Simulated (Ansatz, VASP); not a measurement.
**Two plane-wave programs on Cd**

Contents of INCAR:

```
  PREC = Accurate
  ENCUT = 500
  EDIFF = 1E-6
  ISMEAR = 0
  SIGMA = 0.1
  LREAL = False
  LASPH = True
  NELM = 120
  ALGO = Normal
  ISIF = 2
  LWAVE = False
  LCHARG = False
  GGA = PS
  NBANDS = 12
  GGA_COMPAT = False
```

KPOINTS

```
regular mesh
0
Gamma
  10 10 10
```

File POSCAR:

```
Cd
1.0
    0.0000000000      2.2181497500      2.2181497500
    2.2181497500      0.0000000000      2.2181497500
    2.2181497500      2.2181497500      0.0000000000
Cd
1
Direct
    0.0000000000      0.0000000000      0.0000000000
```

The input input.yaml:

```yaml
crystal:
  lattice: { a: 4.4362995, b: 4.4362995, c: 4.4362995, alpha: 90.0, beta: 90.0, gamma: 90.0 }
  space_group: 225
  reduce_to_primitive: true
  atoms:
    - { symbol: Cd, wyckoff: "4a", position: [0.0, 0.0, 0.0] }
hamiltonian:
  xc: pbesol
  pseudopotentials: { kind: paw, level: accurate }
kpoints:
  mp_grid: { grid: [10, 10, 10] }
scf:
  occupations: { method: gaussian, width: 0.1 }
output:
  forces: true
  stress: true
  eigenvalues: true
```

Alike in both runs: task single point; functional PBEsol; k mesh 10 × 10 × 10; occupations gaussian, width 0.1 eV; no spin polarisation.

|  | VASP | Ansatz |
| --- | --- | --- |
| version | VASP 6.6.1 | Ansatz 0.2.0 |
| potentials or method | VASP PAW PBE potentials, release 64 (Cd) | Ansatz PAW earlier set |
| plane-wave cutoff (eV) | 500 | 620 |
| valence electrons in the cell | 12 | 20 |

Ansatz gave:

| Item | Value |
| --- | --- |
| gap on the k mesh at the Fermi level (eV) | none |
| pressure (GPa) | -2.0 |

**Question.** What did VASP give for the same quantities?

**Answer.** gap on the k mesh at the Fermi level (eV): none; pressure (GPa): -1.7.

VASP's potentials were made for PBE, not for PBEsol. A gap of «none» marks a metal or a gap that the smearing closes. VASP's potentials hold 12 valence electrons a cell and Ansatz's 20, so a difference there can come from the potentials and not from the codes.
